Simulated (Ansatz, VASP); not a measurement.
# One calculation of SiC, two programs

```
CELL_PARAMETERS angstrom
0.00000 2.17814 2.17814
2.17814 0.00000 2.17814
2.17814 2.17814 0.00000
ATOMIC_POSITIONS crystal
Si 0.00000 0.00000 0.00000
C 0.68113 0.68113 0.72147
```

Alike in both runs: task single point; functional r2SCAN; k mesh 10 × 10 × 10; occupations gaussian, width 0.05 eV; no spin polarisation.

|  | VASP | Ansatz |
| --- | --- | --- |
| version | VASP 6.6.1 | Ansatz 0.2.0 |
| potentials or method | VASP PAW PBE potentials, release 64 (Si, C), cutoff 520 eV | scalar-relativistic, plane waves, PAW |
| valence electrons in the cell | 8 | 8 |

VASP gave:

| Property | Result |
| --- | --- |
| gap on the k mesh at the Fermi level (eV) | none |
| pressure (GPa) | 11.0 |
| traceless stress, the component that is largest in VASP (GPa) | -7.98 |
| rms of the force components (eV/Å) | 2.038 |

Problem. What did Ansatz give for the same quantities?

Solution. gap on the k mesh at the Fermi level (eV): none; pressure (GPa): 11.3; traceless stress, the component that is largest in VASP (GPa): -8.16; rms of the force components (eV/Å): 2.041.

VASP's potentials were made for PBE, not for r2SCAN. Atom by atom the forces differ by 0.004 eV/Å (rms over components). A gap of «none» marks a metal or a gap that the smearing closes.
